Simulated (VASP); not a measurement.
# KMgF3 (Pm-3m) in VASP: a series of runs

KMgF3 is run at these levels: PBE; tasks: single point.

All numbers are computed with VASP 6.6.1; they aren't measurements. Logs are shortened: lines on timing, memory, paths and dates and some standing lists are left out, and cuts for length are marked.

**1. The cell of the first run**

Symmetry: Pm-3m, No. 221, cubic system. The conventional cell has a = 3.667 Å, b = 3.667 Å, c = 3.667 Å, α = 90.00°, β = 90.00°, γ = 90.00°. Within 3.4 Å of K (site symmetry m-3m) lie 12 F at 2.59 Å and 8 Mg at 3.18 Å. Within 2.4 Å of Mg (site symmetry m-3m) lie 6 F at 1.83 Å. Within 2.4 Å of F (site symmetry 4/mmm) lie 2 Mg at 1.83 Å.

**2. Single point, PBE (strain -0.080 along x and y, -0.080 along z)**

INCAR

```
SYSTEM = KMgF3
ALGO = Normal ; EDIFF = 1E-6
ENCUT = 520 ; GGA = PE
ISIF = 2 ; ISMEAR = 0
LASPH = .TRUE. ; LCHARG = .FALSE.
LREAL = .FALSE. ; LWAVE = .FALSE.
NBANDS = 24 ; NELM = 60
PREC = Accurate ; SIGMA = 0.05
```

KPOINTS

```
k-points
0
G
  6 6 6
  0 0 0
```

POSCAR

```
KMgF3
1.0
    3.6670280000      0.0000000000      0.0000000000
    0.0000000000      3.6670280000      0.0000000000
    0.0000000000      0.0000000000      3.6670280000
K Mg F
1 1 3
Direct
    0.5000000000      0.5000000000      0.5000000000
    0.0000000000      0.0000000000      0.0000000000
    0.5000000000      0.0000000000      0.0000000000
    0.0000000000      0.5000000000      0.0000000000
    0.0000000000      0.0000000000      0.5000000000
```

Potentials or basis: VASP PAW PBE potentials, release 64 (K_sv, Mg, F).

On the command line:

```
cat potpaw_PBE.64/K_sv/POTCAR potpaw_PBE.64/Mg/POTCAR potpaw_PBE.64/F/POTCAR > POTCAR
mpirun -np 1 vasp_std > vasp.out
```

OUTCAR:

```text
SYSTEM = KMgF3
   EDIFF = 1E-6
   ENCUT = 520
   GGA = PE
   ISIF = 2
   ISMEAR = 0
   LASPH = .TRUE.
   LREAL = .FALSE.
   NELM = 60
   PREC = Accurate

 ion  position               nearest neighbor table
   1  0.500  0.500  0.500-   3 2.59   4 2.59   5 2.59   3 2.59   4 2.59   3 2.59   5 2.59   3 2.59
                             4 2.59   5 2.59   4 2.59   5 2.59   2 3.18   2 3.18   2 3.18   2 3.18
   2  0.000  0.000  0.000-   3 1.83   4 1.83   5 1.83   5 1.83   4 1.83   3 1.83   1 3.18   1 3.18
                             1 3.18   1 3.18   1 3.18   1 3.18   1 3.18   1 3.18
   3  0.500  0.000  0.000-   2 1.83   2 1.83   1 2.59   1 2.59   1 2.59   1 2.59
   4  0.000  0.500  0.000-   2 1.83   2 1.83   1 2.59   1 2.59   1 2.59   1 2.59
   5  0.000  0.000  0.500-   2 1.83   2 1.83   1 2.59   1 2.59   1 2.59   1 2.59

  LATTYP: Found a simple cubic cell.
 ALAT       =     3.6670280000

  Lattice vectors:

 A1 = (   3.6670280000,   0.0000000000,   0.0000000000)
 A2 = (   0.0000000000,   3.6670280000,   0.0000000000)
 A3 = (   0.0000000000,   0.0000000000,   3.6670280000)

Analysis of symmetry for initial positions (statically):
=====================================================================
 Subroutine PRICEL returns:
 Original cell was already a primitive cell.

 Routine SETGRP: Setting up the symmetry group for a
 simple cubic supercell.

 Subroutine GETGRP returns: Found 48 space group operations
 (whereof 48 operations were pure point group operations)
 out of a pool of 48 trial point group operations.

The static configuration has the point symmetry O_h .

Analysis of symmetry for dynamics (positions and initial velocities):
=====================================================================
 Subroutine PRICEL returns:
 Original cell was already a primitive cell.

 Routine SETGRP: Setting up the symmetry group for a
 simple cubic supercell.

 Subroutine GETGRP returns: Found 48 space group operations
 (whereof 48 operations were pure point group operations)
 out of a pool of 48 trial point group operations.

The dynamic configuration has the point symmetry O_h .

 Subroutine INISYM returns: Found 48 space group operations
 (whereof 48 operations are pure point group operations),
 and found     1 'primitive' translations

----------------------------------------------------------------------------------------

                                     Primitive cell

  volume of cell :      49.3109

  direct lattice vectors                    reciprocal lattice vectors
     3.667028000  0.000000000  0.000000000     0.272700399  0.000000000  0.000000000
     0.000000000  3.667028000  0.000000000     0.000000000  0.272700399  0.000000000
     0.000000000  0.000000000  3.667028000     0.000000000  0.000000000  0.272700399

  length of vectors
     3.667028000  3.667028000  3.667028000     0.272700399  0.272700399  0.272700399

  position of ions in fractional coordinates (direct lattice)
     0.500000000  0.500000000  0.500000000
     0.000000000  0.000000000  0.000000000
     0.500000000  0.000000000  0.000000000
     0.000000000  0.500000000  0.000000000
     0.000000000  0.000000000  0.500000000

  ion indices of the primitive-cell ions
   primitive index   ion index
                 1           1
                 2           2
                 3           3
                 4           4
                 5           5

----------------------------------------------------------------------------------------

 KPOINTS: k-points

Automatic generation of k-mesh.
 Grid dimensions read from file:
 generate k-points for:    6    6    6

 Generating k-lattice:

  Cartesian coordinates                     Fractional coordinates (reciprocal lattice)
     0.045450067  0.000000000  0.000000000     0.166666667  0.000000000  0.000000000
     0.000000000  0.045450067  0.000000000     0.000000000  0.166666667  0.000000000
     0.000000000  0.000000000  0.045450067     0.000000000  0.000000000  0.166666667

  Length of vectors
     0.045450067  0.045450067  0.045450067

  Shift w.r.t. Gamma in fractional coordinates (k-lattice)
     0.000000000  0.000000000  0.000000000

 Subroutine IBZKPT returns following result:
 ===========================================

 Found     20 irreducible k-points:

 Following reciprocal coordinates:
            Coordinates               Weight
  0.000000  0.000000  0.000000      1.000000
  0.166667  0.000000  0.000000      6.000000
  0.333333  0.000000  0.000000      6.000000
  0.500000  0.000000  0.000000      3.000000
  0.166667  0.166667  0.000000     12.000000
  0.333333  0.166667  0.000000     24.000000
[... 12 lines left out ...]
  0.500000  0.500000  0.333333      6.000000
  0.500000  0.500000  0.500000      1.000000
   k-points           NKPTS =     20   k-points in BZ     NKDIM =     20   number of bands    NBANDS=     24
   number of dos      NEDOS =    301   number of ions     NIONS =      5
   total plane-waves  NPLWV =  21952
   dimension x,y,z NGX =    28 NGY =   28 NGZ =   28
   dimension x,y,z NGXF=    56 NGYF=   56 NGZF=   56
   ions per type =               1   1   3
   NGX,Y,Z   is equivalent  to a cutoff of  12.69, 12.69, 12.69 a.u.
   NGXF,Y,Z  is equivalent  to a cutoff of  25.39, 25.39, 25.39 a.u.
 SYSTEM =  KMgF3
   PREC   = accura    normal or accurate (medium, high low for compatibility)
   ISTART =      0    job   : 0-new  1-cont  2-samecut
   ICHARG =      2    charge: 1-file 2-atom 10-const
   ISPIN  =      1    spin polarized calculation?
   LNONCOLLINEAR =      F non collinear calculations
   LSORBIT =      F    spin-orbit coupling
   LASPH  =      T    aspherical Exc in radial PAW
   ENCUT  =  520.0 eV  38.22 Ry    6.18 a.u.   6.82  6.82  6.82*2*pi/ulx,y,z
   NELM   =     60;   NELMIN=  2; NELMDL= -5     # of ELM steps
   EDIFF  = 0.1E-05   stopping-criterion for ELM
   LREAL  =      F    real-space projection
   EDIFFG = 0.1E-04   stopping-criterion for IOM
   NSW    =      0    number of steps for IOM
   IBRION =     -1    ionic relax: 0-MD 1-quasi-New 2-CG
   NFREE  =      0    steps in history (QN), initial steepest desc. (CG)
   ISIF   =      2    stress and relaxation
   ISYM   =      2    0-nonsym 1-usesym 2-fastsym
   POTIM  = 0.5000    time-step for ionic-motion
   TEBEG  =    0.0;   TEEND  =   0.0 temperature during run
   PSTRESS=    0.0 pullay stress
   NELECT =      32.0000    total number of electrons
   NUPDOWN=      -1.0000    fix difference up-down
   EMIN   =  10.00;   EMAX   =-10.00  energy-range for DOS
   EFERMI =   0.00;   METHOD = LEGACY
   ISMEAR =     0;   SIGMA  =   0.05  broadening in eV -4-tet -1-fermi 0-gaus
   EFERMI_NEDOS =   21; number of points for ismear=-14 and -15
   IALGO  =     38    algorithm
   IMIX   =      4    mixing-type and parameters
     AMIX     =   0.40;   BMIX     =  1.00
     AMIX_MAG =   1.60;   BMIX_MAG =  1.00
  volume/ion in A,a.u.               =       9.86        66.55
  Fermi-wavevector in a.u.,A,eV,Ry     =   1.417351  2.678404 27.332505  2.008882
  Thomas-Fermi vector in A             =   2.538590
   LORBIT       =      0    0 simple, 1 ext, 2 COOP (PROOUT), +10 PAW based schemes
   GGA     = PE    functional components
   LHFCALC =     F    Hartree Fock is set to
   AEXX    =    0.0000 exact exchange contribution
   IVDW    =     0    specifies the selected vdW correction
   LEPSILON=     F    determine dielectric tensor
   LRPA    =     F    only Hartree local field effects (RPA)
 non-spin polarized calculation
 Gauss-broadening in eV      SIGMA  =   0.05
  energy-cutoff  :      520.00
  volume of cell :       49.31
 maximum number of plane-waves:      1357
 NGX is ok and might be reduce to    28
   NGX = 13   NGY = 13   NGZ = 13

 number of electron      31.9999974 magnetization

 Free energy of the ion-electron system (eV)
  ---------------------------------------------------
  ext. energy  EPLUGINS =         0.00000000
  ---------------------------------------------------
  free energy    TOTEN  =       -22.84297397 eV

  energy without entropy =      -22.84297397  energy(sigma->0) =      -22.84297397

 E-fermi :   0.1106     XC(G=0): -10.9957

 val. band max:       -0.1019639761   @ k =   0.5000   0.5000   0.5000
 cond. band min:       9.4124151536   @ k =   0.0000   0.0000   0.0000
 fundamental gap:      9.5143791297
 Fermi energy:         0.1105514418

 k-point     1 :       0.0000    0.0000    0.0000
  band No.  band energies     occupation
      1     -25.4165      2.00000
      2     -20.9403      2.00000
      3     -19.9550      2.00000
      4     -19.9550      2.00000
      5      -8.9318      2.00000
      6      -8.9318      2.00000
[... 16 lines left out ...]
     23      17.2131      0.00000
     24      20.2015      0.00000

 k-point     2 :       0.1667    0.0000    0.0000
  band No.  band energies     occupation
      1     -25.3855      2.00000
      2     -20.9184      2.00000
      3     -20.0169      2.00000
      4     -19.9495      2.00000
      5      -8.8912      2.00000
      6      -8.8912      2.00000
[... 16 lines left out ...]
     23      17.2136      0.00000
     24      19.8536      0.00000

 k-point     3 :       0.3333    0.0000    0.0000
  band No.  band energies     occupation
      1     -25.3217      2.00000
      2     -20.8750      2.00000
      3     -20.1428      2.00000
      4     -19.9390      2.00000
      5      -8.8069      2.00000
      6      -8.8069      2.00000
[... 16 lines left out ...]
     23      16.7909      0.00000
     24      19.1369      0.00000
[... 406 lines left out ...]
 k-point    19 :       0.5000    0.5000    0.3333
  band No.  band energies     occupation
      1     -25.1803      2.00000
      2     -20.2751      2.00000
      3     -20.2578      2.00000
      4     -20.2578      2.00000
      5      -9.2878      2.00000
      6      -9.2878      2.00000
[... 16 lines left out ...]
     23      17.3683      0.00000
     24      17.3683      0.00000

 k-point    20 :       0.5000    0.5000    0.5000
  band No.  band energies     occupation
      1     -25.1697      2.00000
      2     -20.2436      2.00000
      3     -20.2436      2.00000
      4     -20.2436      2.00000
      5      -9.3755      2.00000
      6      -9.3755      2.00000
[... 16 lines left out ...]
     23      17.8653      0.00000
     24      17.8653      0.00000

------------------------ aborting loop because EDIFF is reached ----------------------------------------

  FORCE on cell =-STRESS in cart. coord.  units (eV):
  Direction    XX          YY          ZZ          XY          YZ          ZX
  --------------------------------------------------------------------------------------
  -------------------------------------------------------------------------------------
  Total       12.0009116     12.0009116     12.0009116      0.0000000      0.0000000      0.0000000
  in kB      389.9259518    389.9259518    389.9259518      0.0000000      0.0000000      0.0000000
  external PRESSURE =     389.9259518 kB  Pullay stress =       0.0000000 kB

 VOLUME and BASIS-vectors are now :
 -----------------------------------------------------------------------------
  energy-cutoff  :      520.00
  volume of cell :       49.31
      direct lattice vectors                 reciprocal lattice vectors
     3.667028000  0.000000000  0.000000000     0.272700399  0.000000000  0.000000000
     0.000000000  3.667028000  0.000000000     0.000000000  0.272700399  0.000000000
     0.000000000  0.000000000  3.667028000     0.000000000  0.000000000  0.272700399

 POSITION                                       TOTAL-FORCE (eV/Angst)
 -----------------------------------------------------------------------------------
      1.83351      1.83351      1.83351         0.000000      0.000000      0.000000
      0.00000      0.00000      0.00000         0.000000      0.000000      0.000000
      1.83351      0.00000      0.00000         0.000000      0.000000      0.000000
      0.00000      1.83351      0.00000         0.000000      0.000000      0.000000
      0.00000      0.00000      1.83351         0.000000      0.000000      0.000000
 -----------------------------------------------------------------------------------
    total drift:                                0.000000      0.000000     -0.000000

  FREE ENERGIE OF THE ION-ELECTRON SYSTEM (eV)
  ---------------------------------------------------
  free  energy   TOTEN  =       -22.8429739719 eV

  energy  without entropy=      -22.8429739719  energy(sigma->0) =      -22.84297397
```

It took 28 s on 1 thread of Intel Xeon Platinum 8259CL at 2.50GHz (Skylake/Cascade Lake), shared host; peak memory 0.16 GiB.

Results:

```yaml
Free_energy: -22.8430 eV
Pressure: 39.0 GPa
Band_gap_on_the_k_mesh: 9.51 eV (least direct gap 9.80 eV)
```

Levels at points of the mesh, in eV from the valence-band top:
```csv
k point,band 13,band 14,band 15,band 16,band 17,band 18,band 19,band 20
"(0.00, 0.00, 0.00)",-0.92,-0.29,-0.29,-0.29,9.51,10.34,10.34,12.80
"(0.50, 0.00, 0.00)",-1.16,-1.16,-0.69,-0.69,11.73,11.77,13.32,13.58
"(0.50, 0.50, 0.00)",-1.38,-1.07,-1.07,-0.04,12.31,12.85,13.97,13.97
"(0.50, 0.50, 0.50)",-1.36,0.00,0.00,0.00,11.43,11.43,11.43,15.21
```

Caveat: the cell differs from its parent crystal (strain -0.080 along x and y, -0.080 along z); the cell stands under pressure. A k mesh can miss the band edges.

**3. Single point, PBE (strain -0.040 along x and y, -0.040 along z)**

INCAR

```
PREC = Accurate ; ENCUT = 520
EDIFF = 1E-6 ; ISMEAR = 0
SIGMA = 0.05 ; LREAL = False
LASPH = True ; NELM = 60
ALGO = Normal ; ISIF = 2
LWAVE = False ; LCHARG = True
GGA = PE ; LELF = True
LVHAR = True ; NBANDS = 24
```

KPOINTS

```
regular mesh
0
Gamma
  6 6 6
```

POSCAR, as its differences from that of step 2:

```diff
@@ -2,5 +2,5 @@
 1.0
-    3.6670280000      0.0000000000      0.0000000000
-    0.0000000000      3.6670280000      0.0000000000
-    0.0000000000      0.0000000000      3.6670280000
+    3.8264640000      0.0000000000      0.0000000000
+    0.0000000000      3.8264640000      0.0000000000
+    0.0000000000      0.0000000000      3.8264640000
 K Mg F
```

Potentials or basis: VASP PAW PBE potentials, release 64 (K_sv, Mg, F).

On the command line:

```
cat potpaw_PBE.64/K_sv/POTCAR potpaw_PBE.64/Mg/POTCAR potpaw_PBE.64/F/POTCAR > POTCAR
mpirun -np 1 vasp_std > vasp.out
```

OUTCAR:

```text
PREC = Accurate
   ENCUT = 520
   EDIFF = 1E-6
   ISMEAR = 0
   LREAL = False
   LASPH = True
   NELM = 60
   ISIF = 2
   GGA = PE

 ion  position               nearest neighbor table
   1  0.500  0.500  0.500-   3 2.71   4 2.71   5 2.71   3 2.71   4 2.71   3 2.71   5 2.71   3 2.71
                             4 2.71   5 2.71   4 2.71   5 2.71   2 3.31   2 3.31   2 3.31   2 3.31
   2  0.000  0.000  0.000-   3 1.91   4 1.91   5 1.91   5 1.91   4 1.91   3 1.91   1 3.31   1 3.31
                             1 3.31   1 3.31   1 3.31   1 3.31   1 3.31   1 3.31
   3  0.500  0.000  0.000-   2 1.91   2 1.91   1 2.71   1 2.71   1 2.71   1 2.71
   4  0.000  0.500  0.000-   2 1.91   2 1.91   1 2.71   1 2.71   1 2.71   1 2.71
   5  0.000  0.000  0.500-   2 1.91   2 1.91   1 2.71   1 2.71   1 2.71   1 2.71

  LATTYP: Found a simple cubic cell.
 ALAT       =     3.8264640000

  Lattice vectors:

 A1 = (   3.8264640000,   0.0000000000,   0.0000000000)
 A2 = (   0.0000000000,   3.8264640000,   0.0000000000)
 A3 = (   0.0000000000,   0.0000000000,   3.8264640000)

Analysis of symmetry for initial positions (statically):
=====================================================================
 Subroutine PRICEL returns:
[... 175 lines left out ...]
 cond. band min:       7.3773946301   @ k =   0.0000   0.0000   0.0000
 fundamental gap:      8.3043837759
 Fermi energy:        -0.6753325708

 k-point     1 :       0.0000    0.0000    0.0000
  band No.  band energies     occupation
      1     -26.3685      2.00000
      2     -21.3875      2.00000
      3     -20.5675      2.00000
      4     -20.5675      2.00000
      5      -9.8774      2.00000
      6      -9.8774      2.00000
[... 529 lines left out ...]
     23      15.5345      0.00000
     24      15.5345      0.00000

------------------------ aborting loop because EDIFF is reached ----------------------------------------

  FORCE on cell =-STRESS in cart. coord.  units (eV):
  Direction    XX          YY          ZZ          XY          YZ          ZX
  --------------------------------------------------------------------------------------
  -------------------------------------------------------------------------------------
  Total        5.7846696      5.7846696      5.7846696     -0.0000000     -0.0000000      0.0000000
  in kB      165.4231336    165.4231336    165.4231336     -0.0000000     -0.0000000      0.0000000
  external PRESSURE =     165.4231336 kB  Pullay stress =       0.0000000 kB

 VOLUME and BASIS-vectors are now :
 -----------------------------------------------------------------------------
  energy-cutoff  :      520.00
  volume of cell :       56.03
      direct lattice vectors                 reciprocal lattice vectors
     3.826464000  0.000000000  0.000000000     0.261337883  0.000000000  0.000000000
     0.000000000  3.826464000  0.000000000     0.000000000  0.261337883  0.000000000
     0.000000000  0.000000000  3.826464000     0.000000000  0.000000000  0.261337883

 POSITION                                       TOTAL-FORCE (eV/Angst)
 -----------------------------------------------------------------------------------
      1.91323      1.91323      1.91323         0.000000      0.000000      0.000000
      0.00000      0.00000      0.00000         0.000000      0.000000      0.000000
      1.91323      0.00000      0.00000         0.000000      0.000000      0.000000
      0.00000      1.91323      0.00000         0.000000      0.000000      0.000000
      0.00000      0.00000      1.91323         0.000000      0.000000      0.000000
 -----------------------------------------------------------------------------------
    total drift:                                0.000000      0.000000     -0.000000

  FREE ENERGIE OF THE ION-ELECTRON SYSTEM (eV)
  ---------------------------------------------------
  free  energy   TOTEN  =       -23.9764155305 eV

  energy  without entropy=      -23.9764155305  energy(sigma->0) =      -23.97641553
```

Wall time 30 s (1 thread of Intel Xeon Platinum 8259CL at 2.50GHz (Skylake/Cascade Lake), shared host); peak memory 0.17 GiB.

Results:

* Free energy: -23.9764 eV
* Pressure: 16.5 GPa
* Band gap on the k mesh: 8.30 eV (least direct gap 8.62 eV)

Caveat: the cell differs from its parent crystal (strain -0.040 along x and y, -0.040 along z); the cell stands under pressure. A k mesh can miss the band edges.
